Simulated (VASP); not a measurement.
Set up this calculation in VASP 6.6.1, as the native input.

| Property | Result |
| --- | --- |
| Task | single point |
| Functional | PBEsol |
| Potentials or basis | VASP PAW PBE potentials, release 64 (Ni, Si) |
| Cutoff | 520 eV |
| k mesh | 7 × 7 × 7 |
| Occupations | fermi-dirac, width 0.05 eV |
| Spin | collinear spin, ferromagnetic start |
| Starting moments | [1.0, 0.0, 0.0] μB |
| Fixed moment | 1 μB |
| Dipole correction | no |
| Further INCAR settings | ALGO = Normal; EDIFF = 1e-06; NBANDS = 20 |

The structure of Si2Ni lies in POSCAR:

```
Si2Ni
1.0
    0.0000000000      2.7030000000      2.7030000000
    2.7030000000      0.0000000000      2.7030000000
    2.7030000000      2.7030000000      0.0000000000
Ni Si
1 2
Direct
    0.0000000000      0.0000000000      0.0000000000
    0.7500000000      0.7500000000      0.7500000000
    0.2500000000      0.2500000000      0.2500000000
```

The input as run:

INCAR

```
SYSTEM = Si2Ni
ALGO = Normal
EDIFF = 1E-6
ENCUT = 520
GGA = PS
ISIF = 2
ISMEAR = -1
ISPIN = 2
LASPH = .TRUE.
LCHARG = .FALSE.
LMAXMIX = 4
LORBIT = 11
LREAL = .FALSE.
LWAVE = .FALSE.
MAGMOM = 1 0 0
NBANDS = 20
NELM = 150
NUPDOWN = 1.0
PREC = Accurate
SIGMA = 0.05
```

KPOINTS

```
k-points
0
G
  7 7 7
  0 0 0
```

Potentials or basis: VASP PAW PBE potentials, release 64 (Ni, Si).

Run with:

```console
$ cat potpaw_PBE.64/Ni/POTCAR potpaw_PBE.64/Si/POTCAR > POTCAR
$ mpirun -np 1 vasp_std > vasp.out
```

Results of the run:

```json
{"Pressure": "2.6 GPa", "Net moment": "1.00 μB per cell", "Site moments": "Ni +0.44; Si +0.13 μB", "Valence electrons inside the program's atomic spheres": "Ni 9.81; Si 1.59"}
```

Caveat: the PAW data sets were made with another functional, which shifts forces and pressure a little; the total moment is fixed, so each spin has its own Fermi level.

Wall time 37 s on 1 thread of Intel(R) Xeon(R) Platinum 8259CL CPU @ 2.50GHz (Skylake/Cascade Lake), with other jobs on the host, peak memory 0.18 GiB.
